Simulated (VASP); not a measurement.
# I (Fmmm) in VASP: settings compared, part 2 of 3

VASP 6.6.1. Earlier steps stand in the parts before.

## (3) Single point, PBEsol-based global hybrid

This run uses another cell than the first one, of 37.40 Å³/atom, 0.922 times its volume.

Input file POSCAR:

```
I
1.0
    0.0000000000      2.3711710068      3.8316294927
    2.0582269902      0.0000000000      3.8316294927
    2.0582269902      2.3711710068      0.0000000000
I
1
Direct
    0.0000000000      0.0000000000      0.0000000000
```

Input file INCAR.step1:

```
SYSTEM = I
  PREC = Accurate
  ENCUT = 520
  EDIFF = 1E-5
  ISMEAR = -1
  SIGMA = 0.05
  LREAL = .FALSE.
  LASPH = .TRUE.
  NELM = 80
  ALGO = Normal
  ISIF = 2
  LWAVE = .TRUE.
  LCHARG = .FALSE.
  GGA = PE
  NBANDS = 10
```

Input file INCAR.step2:

```
SYSTEM = I
  PREC = Accurate
  ENCUT = 520
  EDIFF = 1E-6
  ISMEAR = -1
  SIGMA = 0.05
  LREAL = .FALSE.
  LASPH = .TRUE.
  NELM = 80
  ALGO = Normal
  ISIF = 2
  LWAVE = .FALSE.
  LCHARG = .FALSE.
  GGA = PS
  LHFCALC = .TRUE.
  AEXX = 0.25
  PRECFOCK = Normal
  ISTART = 1
  NBANDS = 10
```

Input file KPOINTS:

```
Automatic mesh
0
G
  5 5 5
  0 0 0
```

Potentials or basis: VASP PAW PBE potentials, release 64 (I).

Run with:

```console
cat potpaw_PBE.64/I/POTCAR > POTCAR
cp INCAR.step1 INCAR
mpirun -np 1 vasp_std > vasp.out
cp INCAR.step2 INCAR
mpirun -np 1 vasp_std > vasp.out
```

OUTCAR:

```text
SYSTEM = I
   PREC = Accurate
   ENCUT = 520
   EDIFF = 1E-6
   ISMEAR = -1
   LREAL = .FALSE.
   LASPH = .TRUE.
   NELM = 80
   ISIF = 2
   GGA = PS
   LHFCALC = .TRUE.
   AEXX = 0.25
   PRECFOCK = Normal
   ISTART = 1

 ion  position               nearest neighbor table
   1  0.000  0.000  0.000-

  LATTYP: Found a face centered orthorhombic cell.
 ALAT       =     4.1164539804
 B/A-ratio  =     1.1520454343
 C/A-ratio  =     1.8616165811

  Lattice vectors:

 A1 = (   0.0000000000,   2.3711710068,   3.8316294927)
 A2 = (   2.0582269902,   0.0000000000,   3.8316294927)
 A3 = (   2.0582269902,   2.3711710068,   0.0000000000)

Analysis of symmetry for initial positions (statically):
=====================================================================
 Subroutine PRICEL returns:
 Original cell was already a primitive cell.

 Routine SETGRP: Setting up the symmetry group for a
 face centered orthorhombic supercell.

 Subroutine GETGRP returns: Found  8 space group operations
 (whereof  8 operations were pure point group operations)
 out of a pool of  8 trial point group operations.

The static configuration has the point symmetry D_2h.

Analysis of symmetry for dynamics (positions and initial velocities):
=====================================================================
 Subroutine PRICEL returns:
 Original cell was already a primitive cell.

 Routine SETGRP: Setting up the symmetry group for a
 face centered orthorhombic supercell.

 Subroutine GETGRP returns: Found  8 space group operations
 (whereof  8 operations were pure point group operations)
 out of a pool of  8 trial point group operations.

The dynamic configuration has the point symmetry D_2h.

 Subroutine INISYM returns: Found  8 space group operations
 (whereof  8 operations are pure point group operations),
[... 117 lines left out ...]
  Thomas-Fermi vector in A             =   2.063460
   LORBIT       =      0    0 simple, 1 ext, 2 COOP (PROOUT), +10 PAW based schemes
   GGA     = PS    functional components
   LHFCALC =     T    Hartree Fock is set to
   PRECFOCK=normal    Normal, Fast or Accurate (Low or Medium for compatibility)
   ENCUT4O =  -1.0   cutoff for four orbital integrals eV
   NKREDX  =     1    reduce k-point grid by
   NKREDY  =     1    reduce k-point grid by
   NKREDZ  =     1    reduce k-point grid by
   AEXX    =    0.2500 exact exchange contribution
   HFSCREEN=    0.0000 screening length (either q_TF or 0.3 A-1)
   HFSCREENC=   0.0000 screening length for correlation (either q_TF or 0.3 A-1)
   ENCUTFOCK=  -1.0 apply spherical cutoff to Coloumb kernel
   IVDW    =     0    specifies the selected vdW correction
   LEPSILON=     F    determine dielectric tensor
   LRPA    =     F    only Hartree local field effects (RPA)
 non-spin polarized calculation
  energy-cutoff  :      520.00
  volume of cell :       37.40
 maximum number of plane-waves:      1021
 NGX is ok and might be reduce to    36
  NGX = 28; NGY = 28; NGZ = 18

 number of electron       7.0000000 magnetization

 Free energy of the ion-electron system (eV)
  ---------------------------------------------------
  ext. energy  EPLUGINS =         0.00000000
  ---------------------------------------------------
  free energy    TOTEN  =        -2.34351517 eV

  energy without entropy =       -2.33898868  energy(sigma->0) =       -2.34125193

 E-fermi :   3.3087     XC(G=0):  -6.9748

 val. band max:        3.0023881436   @ k =  -0.2000   0.4000   0.2000
 cond. band min:       3.3214608991   @ k =  -0.4000   0.2000   0.2000
 fundamental gap:      0.3190727555
 Fermi energy:         3.3087112580

 k-point     1 :       0.0000    0.0000    0.0000
  band No.  band energies     occupation
      1     -12.3632      2.00000
      2       0.8693      2.00000
      3       5.4470      0.00000
      4       6.1714      0.00000
      5       9.1057      0.00000
      6      12.6412      0.00000
      7      13.5310      0.00000
      8      17.6218      0.00000
      9      17.7781      0.00000
     10      18.2162      0.00000
[... 287 lines left out ...]
 k-point    24 :      -0.4000    0.2000    0.4000
  band No.  band energies     occupation
      1      -9.2191      2.00000
      2      -1.2225      2.00000
      3      -0.1536      2.00000
      4       2.2636      2.00000
      5       9.2879      0.00000
      6      11.7073      0.00000
      7      12.9936      0.00000
      8      15.2582      0.00000
      9      17.2990      0.00000
     10      21.8274      0.00000

 [... further k-points ...]
[... 5 lines left out ...]
  --------------------------------------------------------------------------------------
  -------------------------------------------------------------------------------------
  Total       -0.0649614     -0.0794522     -0.0322697      0.0000000      0.0000000      0.0000000
  in kB       -2.7828933     -3.4036658     -1.3824049      0.0000000      0.0000000      0.0000000
  external PRESSURE =      -2.5229880 kB  Pullay stress =       0.0000000 kB

 VOLUME and BASIS-vectors are now :
 -----------------------------------------------------------------------------
  energy-cutoff  :      520.00
  volume of cell :       37.40
      direct lattice vectors                 reciprocal lattice vectors
     0.000000000  2.371171007  3.831629493    -0.242927531  0.210866276  0.130492784
     2.058226990  0.000000000  3.831629493     0.242927531 -0.210866276  0.130492784
     2.058226990  2.371171007  0.000000000     0.242927531  0.210866276 -0.130492784

 POSITION                                       TOTAL-FORCE (eV/Angst)
 -----------------------------------------------------------------------------------
      0.00000      0.00000      0.00000         0.000000      0.000000      0.000000
 -----------------------------------------------------------------------------------
    total drift:                                0.000000     -0.000000      0.000000

  FREE ENERGIE OF THE ION-ELECTRON SYSTEM (eV)
  ---------------------------------------------------
  free  energy   TOTEN  =        -2.3435151722 eV

  energy  without entropy=       -2.3389886792  energy(sigma->0) =       -2.34125193
```

It took 4.3 min on 1 thread of Intel Xeon 6975P-C (Granite Rapids), shared host; peak memory 0.17 GiB.

What came out:

```yaml
Free_energy: -2.3435 eV
Pressure: -0.3 GPa
```

Caveat: the k points lie up to 0.44 Å⁻¹ apart; the PAW data sets were made with another functional, which shifts forces and pressure a little; spin-orbit coupling is left out, which moves the levels of the heavy elements; an odd number of electrons without spin polarisation forces a metal; a magnetic or distorted state may lie lower.

## (4) Single point, PBEsol-based screened hybrid

Input file POSCAR:

```
I
1.0
    0.0000000000      2.3656004428      3.9098401324
    2.1922454667      0.0000000000      3.9098401324
    2.1922454667      2.3656004428      0.0000000000
I
1
Direct
    0.0000000000      0.0000000000      0.0000000000
```

Input file INCAR.step1:

```
SYSTEM = I
  PREC = Accurate
  ENCUT = 520
  EDIFF = 1E-5
  ISMEAR = -1
  SIGMA = 0.05
  LREAL = .FALSE.
  LASPH = .TRUE.
  NELM = 100
  ALGO = Normal
  ISIF = 2
  LWAVE = .TRUE.
  NBANDS = 10
  GGA = PE
```

Input file INCAR.step2:

```
SYSTEM = I
  PREC = Accurate
  ENCUT = 520
  EDIFF = 1E-7
  ISMEAR = -1
  SIGMA = 0.05
  LREAL = .FALSE.
  LASPH = .TRUE.
  NELM = 100
  ALGO = Normal
  ISIF = 2
  LWAVE = .FALSE.
  LCHARG = .TRUE.
  GGA = PS
  LHFCALC = .TRUE.
  AEXX = 0.25
  HFSCREEN = 0.207
  PRECFOCK = Normal
  LELF = .TRUE.
  LVHAR = .TRUE.
  NBANDS = 10
  ISTART = 1
```

Input file KPOINTS:

```
regular mesh
0
G
  5 5 5
  0 0 0
```

Potentials or basis: VASP PAW PBE potentials, release 64 (I).

Run with:

```console
cat potpaw_PBE.64/I/POTCAR > POTCAR
cp INCAR.step1 INCAR
mpirun -np 1 vasp_std > vasp.out
cp INCAR.step2 INCAR
mpirun -np 1 vasp_std > vasp.out
```

OUTCAR:

```text
SYSTEM = I
   PREC = Accurate
   ENCUT = 520
   EDIFF = 1E-7
   ISMEAR = -1
   LREAL = .FALSE.
   LASPH = .TRUE.
   NELM = 100
   ISIF = 2
   GGA = PS
   LHFCALC = .TRUE.
   AEXX = 0.25
   HFSCREEN = 0.207
   PRECFOCK = Normal
   ISTART = 1

 ion  position               nearest neighbor table
   1  0.000  0.000  0.000-

  LATTYP: Found a face centered orthorhombic cell.
 ALAT       =     4.3844909334
 B/A-ratio  =     1.0790764441
 C/A-ratio  =     1.7834864717

  Lattice vectors:

 A1 = (   0.0000000000,   2.3656004428,   3.9098401324)
 A2 = (   2.1922454667,   0.0000000000,   3.9098401324)
 A3 = (   2.1922454667,   2.3656004428,   0.0000000000)

Analysis of symmetry for initial positions (statically):
=====================================================================
 Subroutine PRICEL returns:
 Original cell was already a primitive cell.

 Routine SETGRP: Setting up the symmetry group for a
 face centered orthorhombic supercell.

 Subroutine GETGRP returns: Found  8 space group operations
 (whereof  8 operations were pure point group operations)
 out of a pool of  8 trial point group operations.

The static configuration has the point symmetry D_2h.

Analysis of symmetry for dynamics (positions and initial velocities):
=====================================================================
 Subroutine PRICEL returns:
 Original cell was already a primitive cell.

 Routine SETGRP: Setting up the symmetry group for a
 face centered orthorhombic supercell.

 Subroutine GETGRP returns: Found  8 space group operations
 (whereof  8 operations were pure point group operations)
 out of a pool of  8 trial point group operations.

The dynamic configuration has the point symmetry D_2h.

 Subroutine INISYM returns: Found  8 space group operations
 (whereof  8 operations are pure point group operations),
 and found     1 'primitive' translations

----------------------------------------------------------------------------------------

                                     Primitive cell

  volume of cell :      40.5527

  direct lattice vectors                    reciprocal lattice vectors
     0.000000000  2.365600443  3.909840132    -0.228076649  0.211362828  0.127882467
     2.192245467  0.000000000  3.909840132     0.228076649 -0.211362828  0.127882467
     2.192245467  2.365600443  0.000000000     0.228076649  0.211362828 -0.127882467

  length of vectors
     4.569782852  4.482498193  3.225214046     0.336224818  0.336224818  0.336224818

  position of ions in fractional coordinates (direct lattice)
     0.000000000  0.000000000  0.000000000

  ion indices of the primitive-cell ions
   primitive index   ion index
                 1           1

----------------------------------------------------------------------------------------

 KPOINTS: regular mesh

Automatic generation of k-mesh.
 Grid dimensions read from file:
 generate k-points for:    5    5    5

[... 43 lines left out ...]
 -0.400000  0.200000  0.400000      4.000000
 [... further k-points ...]
   k-points           NKPTS =     27   k-points in BZ     NKDIM =    125   number of bands    NBANDS=     10
   number of dos      NEDOS =    301   number of ions     NIONS =      1
   total plane-waves  NPLWV =  31104
   dimension x,y,z NGX =    36 NGY =   36 NGZ =   24
   dimension x,y,z NGXF=    72 NGYF=   72 NGZF=   48
   ions per type =               1
   NGX,Y,Z   is equivalent  to a cutoff of  13.10, 13.35, 12.37 a.u.
   NGXF,Y,Z  is equivalent  to a cutoff of  26.19, 26.70, 24.74 a.u.
 SYSTEM =  I
   PREC   = accura    normal or accurate (medium, high low for compatibility)
   ISTART =      1    job   : 0-new  1-cont  2-samecut
   ICHARG =      0    charge: 1-file 2-atom 10-const
   ISPIN  =      1    spin polarized calculation?
   LNONCOLLINEAR =      F non collinear calculations
   LSORBIT =      F    spin-orbit coupling
   LASPH  =      T    aspherical Exc in radial PAW
   ENCUT  =  520.0 eV  38.22 Ry    6.18 a.u.   8.50  8.33  6.00*2*pi/ulx,y,z
   NELM   =    100;   NELMIN=  2; NELMDL=  0     # of ELM steps
   EDIFF  = 0.1E-06   stopping-criterion for ELM
   LREAL  =      F    real-space projection
   EDIFFG = 0.1E-05   stopping-criterion for IOM
   NSW    =      0    number of steps for IOM
   IBRION =     -1    ionic relax: 0-MD 1-quasi-New 2-CG
   NFREE  =      0    steps in history (QN), initial steepest desc. (CG)
   ISIF   =      2    stress and relaxation
   ISYM   =      3    0-nonsym 1-usesym 2-fastsym
   POTIM  = 0.5000    time-step for ionic-motion
   TEBEG  =    0.0;   TEEND  =   0.0 temperature during run
   PSTRESS=    0.0 pullay stress
   NELECT =       7.0000    total number of electrons
   NUPDOWN=      -1.0000    fix difference up-down
   EMIN   =  10.00;   EMAX   =-10.00  energy-range for DOS
   EFERMI =   0.00;   METHOD = LEGACY
   ISMEAR =    -1;   SIGMA  =   0.05  broadening in eV -4-tet -1-fermi 0-gaus
   EFERMI_NEDOS =   21; number of points for ismear=-14 and -15
   IALGO  =     38    algorithm
   IMIX   =      1    mixing-type and parameters
     AMIX     =   0.40;   BMIX     =  1.00
     AMIX_MAG =   1.60;   BMIX_MAG =  1.00
  volume/ion in A,a.u.               =      40.55       273.66
  Fermi-wavevector in a.u.,A,eV,Ry     =   0.911523  1.722529 11.304731  0.830874
  Thomas-Fermi vector in A             =   2.035812
   LORBIT       =      0    0 simple, 1 ext, 2 COOP (PROOUT), +10 PAW based schemes
   GGA     = PS    functional components
   LHFCALC =     T    Hartree Fock is set to
   PRECFOCK=normal    Normal, Fast or Accurate (Low or Medium for compatibility)
   ENCUT4O =  -1.0   cutoff for four orbital integrals eV
   NKREDX  =     1    reduce k-point grid by
   NKREDY  =     1    reduce k-point grid by
   NKREDZ  =     1    reduce k-point grid by
   AEXX    =    0.2500 exact exchange contribution
   HFSCREEN=    0.2070 screening length (either q_TF or 0.3 A-1)
   HFSCREENC=   0.2070 screening length for correlation (either q_TF or 0.3 A-1)
   ENCUTFOCK=  -1.0 apply spherical cutoff to Coloumb kernel
   IVDW    =     0    specifies the selected vdW correction
   LEPSILON=     F    determine dielectric tensor
   LRPA    =     F    only Hartree local field effects (RPA)
 non-spin polarized calculation
  energy-cutoff  :      520.00
  volume of cell :       40.55
 maximum number of plane-waves:      1106
 NGX is ok and might be reduce to    36
  NGX = 28; NGY = 28; NGZ = 18

 number of electron       7.0000000 magnetization

 Free energy of the ion-electron system (eV)
  ---------------------------------------------------
  ext. energy  EPLUGINS =         0.00000000
  ---------------------------------------------------
  free energy    TOTEN  =        -2.00113041 eV

  energy without entropy =       -1.99038358  energy(sigma->0) =       -1.99575699

 E-fermi :   2.2911     XC(G=0):  -7.0699

 val. band max:        2.2802973235   @ k =  -0.2000   0.4000   0.2000
 cond. band min:       2.3057964066   @ k =  -0.4000   0.2000   0.2000
 fundamental gap:      0.0254990831
 Fermi energy:         2.2910905071

 k-point     1 :       0.0000    0.0000    0.0000
  band No.  band energies     occupation
      1     -12.3078      2.00000
      2       0.6002      2.00000
      3       4.0645      0.00000
      4       4.4256      0.00000
      5       8.0534      0.00000
      6      11.2588      0.00000
      7      11.9158      0.00000
      8      16.0830      0.00000
      9      16.2689      0.00000
     10      16.3989      0.00000
[... 287 lines left out ...]
 k-point    24 :      -0.4000    0.2000    0.4000
  band No.  band energies     occupation
      1      -9.5960      2.00000
      2      -1.2481      2.00000
      3      -0.6978      2.00000
      4       1.8180      1.99984
      5       8.3383      0.00000
      6      10.6019      0.00000
      7      11.3569      0.00000
      8      14.2484      0.00000
      9      16.1360      0.00000
     10      20.6159      0.00000

 [... further k-points ...]

------------------------ aborting loop because EDIFF is reached ----------------------------------------

  FORCE on cell =-STRESS in cart. coord.  units (eV):
  Direction    XX          YY          ZZ          XY          YZ          ZX
  --------------------------------------------------------------------------------------
  -------------------------------------------------------------------------------------
  Total       -0.9441738     -0.6787753     -0.0515545     -0.0000000      0.0000000      0.0000000
  in kB      -37.3029330    -26.8174242     -2.0368419     -0.0000000      0.0000000      0.0000000
  external PRESSURE =     -22.0523997 kB  Pullay stress =       0.0000000 kB

 VOLUME and BASIS-vectors are now :
 -----------------------------------------------------------------------------
  energy-cutoff  :      520.00
  volume of cell :       40.55
      direct lattice vectors                 reciprocal lattice vectors
     0.000000000  2.365600443  3.909840132    -0.228076649  0.211362828  0.127882467
     2.192245467  0.000000000  3.909840132     0.228076649 -0.211362828  0.127882467
     2.192245467  2.365600443  0.000000000     0.228076649  0.211362828 -0.127882467

 POSITION                                       TOTAL-FORCE (eV/Angst)
 -----------------------------------------------------------------------------------
      0.00000      0.00000      0.00000         0.000000      0.000000      0.000000
 -----------------------------------------------------------------------------------
    total drift:                                0.000000      0.000000     -0.000000

  FREE ENERGIE OF THE ION-ELECTRON SYSTEM (eV)
  ---------------------------------------------------
  free  energy   TOTEN  =        -2.0011304087 eV

  energy  without entropy=       -1.9903835800  energy(sigma->0) =       -1.99575699
```

It took 6 min on 1 thread of Intel Xeon 6975P-C (Granite Rapids), shared host; peak memory 0.28 GiB.

Results:

```
Free energy : -2.0011 eV
Pressure    : -2.2 GPa
```

Stress tensor (GPa, compression positive):
```
-3.73  0.00  0.00
 0.00 -2.68  0.00
 0.00  0.00 -0.20
```

Caveat: the k points lie up to 0.42 Å⁻¹ apart; the PAW data sets were made with another functional, which shifts forces and pressure a little; spin-orbit coupling is left out, which moves the levels of the heavy elements; an odd number of electrons without spin polarisation forces a metal; a magnetic or distorted state may lie lower.

## (5) Single point, HSE06

POSCAR is that of step 4.

Input file INCAR.step1:

```
SYSTEM = I
PREC = Accurate ; ENCUT = 520
EDIFF = 1E-5 ; ISMEAR = 0
SIGMA = 0.1 ; LREAL = .False.
LASPH = .True. ; NELM = 60
ALGO = Normal ; ISIF = 2
LWAVE = .True. ; NBANDS = 10
GGA = PE
```

Input file INCAR.step2:

```
SYSTEM = I
PREC = Accurate ; ENCUT = 520
EDIFF = 1E-6 ; ISMEAR = 0
SIGMA = 0.1 ; LREAL = .False.
LASPH = .True. ; NELM = 60
ALGO = Normal ; ISIF = 2
LWAVE = .False. ; LCHARG = .True.
GGA = PE ; LHFCALC = .True.
HFSCREEN = 0.2079 ; PRECFOCK = Normal
LELF = .True. ; LVHAR = .True.
NBANDS = 10 ; ISTART = 1
```

Input file KPOINTS:

```
regular mesh
0
Gamma
  5 5 5
  0 0 0
```

Run with:

```console
cat potpaw_PBE.64/I/POTCAR > POTCAR
cp INCAR.step1 INCAR
mpirun -np 1 vasp_std > vasp.out
cp INCAR.step2 INCAR
mpirun -np 1 vasp_std > vasp.out
```

Run time: 4.7 min. Hardware: 1 thread of Intel Xeon 6975P-C (Granite Rapids), shared host; peak memory 0.28 GiB.

Results (log left out):

```
Free energy : -1.8094 eV
Pressure    : -1.0 GPa
```

Stress tensor (GPa, compression positive):
```
-2.39  0.00  0.00
 0.00 -1.29  0.00
 0.00  0.00  0.66
```

Levels at points of the mesh, in eV from the Fermi level:
```tsv
k point	band 2	band 3	band 4	band 5	band 6	band 7
(0.00, 0.00, 0.00)	-1.72	1.76	2.13	5.91	8.95	9.68
```

Caveat: the k points lie up to 0.42 Å⁻¹ apart; the PAW data sets were made with another functional, which shifts forces and pressure a little; spin-orbit coupling is left out, which moves the levels of the heavy elements; an odd number of electrons without spin polarisation forces a metal; a magnetic or distorted state may lie lower.

[end of part 2 of 3]
